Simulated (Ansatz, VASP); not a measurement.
## One calculation of AlN, two programs

```
CELL_PARAMETERS angstrom
3.11358 0.00000 0.00000
-1.55679 2.69644 0.00000
0.00000 0.00000 4.98313
ATOMIC_POSITIONS crystal
Al 0.33333 0.66667 0.99999
Al 0.66667 0.33333 0.49999
N 0.33333 0.66667 0.38201
N 0.66667 0.33333 0.88201
```

Alike in both runs: task single point; functional PBEsol; k mesh 6 × 6 × 4; occupations gaussian, width 0.02 eV; no spin polarisation.

|  | VASP | Ansatz |
| --- | --- | --- |
| version | VASP 6.6.1 | Ansatz 0.2.0 |
| potentials or method | VASP PAW PBE potentials, release 64 (Al, N), cutoff 600 eV | scalar-relativistic, plane waves, PAW |
| valence electrons in the cell | 16 | 16 |

Ansatz gave:

```
gap on the k mesh at the Fermi level (eV) : 4.10
least direct gap on the mesh (eV)         : 4.10
pressure (GPa)                            : 0.0
```

Problem. What did VASP give for the same quantities?

Solution. gap on the k mesh at the Fermi level (eV): 4.11; least direct gap on the mesh (eV): 4.11; pressure (GPa): -0.2.

VASP's potentials were made for PBE, not for PBEsol, and Ansatz warns of the same on its side.
